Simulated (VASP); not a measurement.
# Cu12N in VASP: single point with PBE

Aim: the single point of Cu12N with PBE.

Everything below comes from runs of VASP 6.6.1. Logs are shortened: lines on timing, memory, paths and dates and some standing lists are left out, and cuts for length are marked.

## (1) The cell of the first run

The cell holds a slab with vacuum, 13 atoms: a = 5.132 Å, b = 5.132 Å, c = 19.028 Å, α = 90.00°, β = 90.00°, γ = 90.00°.

## (2) Single point, PBE

The input, INCAR:

```
SYSTEM = Cu12N
PREC = Accurate
ENCUT = 520
EDIFF = 1E-6
ISMEAR = 0
SIGMA = 0.1
LREAL = .False.
LASPH = .True.
NELM = 80
ALGO = Normal
ISIF = 2
LWAVE = .False.
LCHARG = .False.
LDIPOL = .True.
IDIPOL = 3
DIPOL = 0.5 0.5 0.316
GGA = PE
NBANDS = 80
```

The input, KPOINTS:

```
regular mesh
0
Gamma
  5 5 1
  0 0 0
```

The input, POSCAR:

```
Cu12N
1.0
    5.1319544695      0.0000000000      0.0000000000
    0.0000000000      5.1319544695      0.0000000000
    0.0000000000      0.0000000000     19.0279314499
Cu N
12 1
Direct
    0.2500000000      0.2500000000      0.2102172803
    0.2500000000      0.7500000000      0.2102172803
    0.7500000000      0.2500000000      0.2102172803
    0.7500000000      0.7500000000      0.2102172803
    0.0000000000      0.0000000000      0.3029241295
    0.0000000000      0.5000000000      0.3029241295
    0.5000000000      0.0000000000      0.3029241295
    0.5000000000      0.5000000000      0.3029241295
    0.2500000000      0.2500000000      0.3956253190
    0.2500000000      0.7500000000      0.3956253190
    0.7500000000      0.2500000000      0.3956253190
    0.7500000000      0.7500000000      0.3956253190
    0.2500000000      0.4166666667      0.4713883254
```

Potentials or basis: VASP PAW PBE potentials, release 64 (Cu, N).

Started as:

```bash
$ cat potpaw_PBE.64/Cu/POTCAR potpaw_PBE.64/N/POTCAR > POTCAR
$ mpirun -np 1 vasp_std > vasp.out
```

OUTCAR:

```text
SYSTEM = Cu12N
   PREC = Accurate
   ENCUT = 520
   EDIFF = 1E-6
   ISMEAR = 0
   LREAL = .False.
   LASPH = .True.
   NELM = 80
   ISIF = 2
   GGA = PE

 ion  position               nearest neighbor table
   1  0.250  0.250  0.210-   5 2.53   6 2.53   7 2.53   8 2.53   2 2.57   3 2.57   2 2.57   3 2.57

   2  0.250  0.750  0.210-   5 2.53   6 2.53   7 2.53   8 2.53   1 2.57   4 2.57   1 2.57   4 2.57

   3  0.750  0.250  0.210-   5 2.53   6 2.53   7 2.53   8 2.53   1 2.57   4 2.57   4 2.57   1 2.57
[... 4 lines left out ...]
                             6 2.57   7 2.57   6 2.57   7 2.57
   6  0.000  0.500  0.303-   9 2.53  10 2.53  11 2.53  12 2.53   1 2.53   2 2.53   3 2.53   4 2.53
                             5 2.57   8 2.57   5 2.57   8 2.57
   7  0.500  0.000  0.303-   9 2.53  10 2.53  11 2.53  12 2.53   1 2.53   2 2.53   3 2.53   4 2.53
                             5 2.57   8 2.57   8 2.57   5 2.57
   8  0.500  0.500  0.303-   9 2.53  10 2.53  11 2.53  12 2.53   1 2.53   2 2.53   3 2.53   4 2.53
                             6 2.57   7 2.57   7 2.57   6 2.57
   9  0.250  0.250  0.396-  13 1.68   6 2.53   7 2.53   8 2.53   5 2.53  11 2.57  10 2.57  10 2.57
                            11 2.57
  10  0.250  0.750  0.396-  13 2.24   6 2.53   7 2.53   8 2.53   5 2.53  12 2.57   9 2.57   9 2.57
                            12 2.57
  11  0.750  0.250  0.396-   5 2.53   6 2.53   7 2.53   8 2.53   9 2.57  12 2.57  12 2.57   9 2.57

  12  0.750  0.750  0.396-   5 2.53   6 2.53   7 2.53   8 2.53  10 2.57  11 2.57  11 2.57  10 2.57

  13  0.250  0.417  0.471-   9 1.68  10 2.24

  LATTYP: Found a simple tetragonal cell.
 ALAT       =     5.1319544695
 C/A-ratio  =     3.7077358272

  Lattice vectors:

 A1 = (   5.1319544695,   0.0000000000,   0.0000000000)
 A2 = (   0.0000000000,   5.1319544695,   0.0000000000)
 A3 = (   0.0000000000,   0.0000000000,  19.0279314499)

Analysis of symmetry for initial positions (statically):
=====================================================================
 Subroutine PRICEL returns:
 Original cell was already a primitive cell.

 Routine SETGRP: Setting up the symmetry group for a
 simple tetragonal supercell.

 Subroutine GETGRP returns: Found  2 space group operations
 (whereof  1 operations were pure point group operations)
 out of a pool of 16 trial point group operations.

The static configuration has the point symmetry C_1 .
 The point group associated with its full space group is C_1h.

Analysis of symmetry for dynamics (positions and initial velocities):
=====================================================================
 Subroutine PRICEL returns:
 Original cell was already a primitive cell.
[... 138 lines left out ...]
  Thomas-Fermi vector in A             =   2.197954
   LORBIT       =      0    0 simple, 1 ext, 2 COOP (PROOUT), +10 PAW based schemes
   GGA     = PE    functional components
   LHFCALC =     F    Hartree Fock is set to
   AEXX    =    0.0000 exact exchange contribution
   IVDW    =     0    specifies the selected vdW correction
   LEPSILON=     F    determine dielectric tensor
   LRPA    =     F    only Hartree local field effects (RPA)
 non-spin polarized calculation
 Gauss-broadening in eV      SIGMA  =   0.10
  energy-cutoff  :      520.00
  volume of cell :      501.14
 maximum number of plane-waves:     13595
 NGX is ok and might be reduce to    40
   NGX = 19   NGY = 19   NGZ = 71

 dipolmoment           0.000000      0.000000     -0.268836 electrons x Angstroem

 number of electron     136.9999785 magnetization

 dipolmoment           0.000000      0.000000      0.232638 electrons x Angstroem

 Free energy of the ion-electron system (eV)
  ---------------------------------------------------
  ext. energy  EPLUGINS =         0.00000000
  ---------------------------------------------------
  free energy    TOTEN  =       -45.30719476 eV

  energy without entropy =      -45.28787617  energy(sigma->0) =      -45.29753547

 E-fermi :  -1.4203     XC(G=0):  -4.7739

 val. band max:       -1.4916104510   @ k =   0.0000   0.0000   0.0000
 cond. band min:      -1.3549516375   @ k =   0.2000   0.0000   0.0000
 fundamental gap:      0.1366588135
 Fermi energy:        -1.4202676782

 k-point     1 :       0.0000    0.0000    0.0000
  band No.  band energies     occupation
      1     -14.7619      2.00000
      2      -9.7808      2.00000
      3      -7.2190      2.00000
      4      -6.4294      2.00000
      5      -6.4090      2.00000
      6      -6.3623      2.00000
[... 736 lines left out ...]
     79       4.2526      0.00000
     80       4.3794      0.00000

------------------------ aborting loop because EDIFF is reached ----------------------------------------

 vacuum level on the upper side and lower side of the slab       (xc-potential included)         0.642        -0.882

  FORCE on cell =-STRESS in cart. coord.  units (eV):
  Direction    XX          YY          ZZ          XY          YZ          ZX
  --------------------------------------------------------------------------------------
  -------------------------------------------------------------------------------------
  Total       -4.1823527     -3.0727157      1.5169506      0.0000000      3.0475455      0.0000000
  in kB      -13.3713134     -9.8237160      4.8498114      0.0000000      9.7432447      0.0000000
  external PRESSURE =      -6.1150727 kB  Pullay stress =       0.0000000 kB

 VOLUME and BASIS-vectors are now :
 -----------------------------------------------------------------------------
  energy-cutoff  :      520.00
  volume of cell :      501.14
      direct lattice vectors                 reciprocal lattice vectors
     5.131954470  0.000000000  0.000000000     0.194857535  0.000000000  0.000000000
     0.000000000  5.131954470  0.000000000     0.000000000  0.194857535  0.000000000
     0.000000000  0.000000000 19.027931450     0.000000000  0.000000000  0.052554320

 POSITION                                       TOTAL-FORCE (eV/Angst)
 -----------------------------------------------------------------------------------
      1.28299      1.28299      4.00000         0.000000     -0.006103     -0.001752
      1.28299      3.84897      4.00000         0.000000      0.004164     -0.027156
      3.84897      1.28299      4.00000         0.000000     -0.053125      0.003878
      3.84897      3.84897      4.00000         0.000000      0.049329     -0.008843
      0.00000      0.00000      5.76402        -0.011835     -0.016685     -0.124268
      0.00000      2.56598      5.76402        -0.063650      0.020366     -0.247750
      2.56598      0.00000      5.76402         0.011835     -0.016685     -0.124268
      2.56598      2.56598      5.76402         0.063650      0.020366     -0.247750
      1.28299      1.28299      7.52793         0.000000     -1.433604     -0.916111
      1.28299      3.84897      7.52793         0.000000     -0.687933      1.185007
      3.84897      1.28299      7.52793         0.000000     -0.001468      0.315101
      3.84897      3.84897      7.52793         0.000000      0.012393      0.077005
      1.28299      2.13831      8.96954         0.000000      2.108987      0.116907
 -----------------------------------------------------------------------------------
    total drift:                               -0.000000     -0.000045      0.000827

  FREE ENERGIE OF THE ION-ELECTRON SYSTEM (eV)
  ---------------------------------------------------
  free  energy   TOTEN  =       -45.3071947607 eV

  energy  without entropy=      -45.2878761707  energy(sigma->0) =      -45.29753547

 vacuum level on the upper side and lower side of the slab         4.573         3.015
```

stdout:

```text
POSCAR found type information on POSCAR CuN
 POSCAR found :  2 types and      13 ions
 scaLAPACK will be used
 LDA part: xc-table for (Slater+PW92), standard interpolation
 POSCAR, INCAR and KPOINTS ok, starting setup
 FFT: planning ... GRIDC
 FFT: planning ... GRID_SOFT
 FFT: planning ... GRID
 WAVECAR not read
 entering main loop
```

It took 9.8 min on 1 thread of AMD EPYC 9R45 (Zen 5), shared host; peak memory 0.63 GiB.

Results:

- Free energy: -45.3072 eV
- Largest force: 2.112 eV/Å
- Band gap on the k mesh: zero (an odd number of electrons rules out a gap without spin polarisation)

Forces on the atoms (eV/Å):
```
Cu   0.000 -0.006 -0.002
Cu   0.000  0.004 -0.027
Cu   0.000 -0.053  0.004
Cu   0.000  0.049 -0.009
Cu  -0.012 -0.017 -0.124
Cu  -0.064  0.020 -0.248
Cu   0.012 -0.017 -0.124
Cu   0.064  0.020 -0.248
Cu   0.000 -1.434 -0.916
Cu   0.000 -0.688  1.185
Cu   0.000 -0.001  0.315
Cu   0.000  0.012  0.077
N    0.000  2.109  0.117
```

Levels at points of the mesh, in eV from the Fermi level:
```csv
k point,band 65,band 66,band 67,band 68,band 69,band 70,band 71,band 72
"(0.00, 0.00, 0.00)",-0.98,-0.66,-0.31,-0.28,-0.09,-0.09,-0.07,1.07
```

The gap in the log of VASP goes by the Fermi energy; the results here count the filled bands.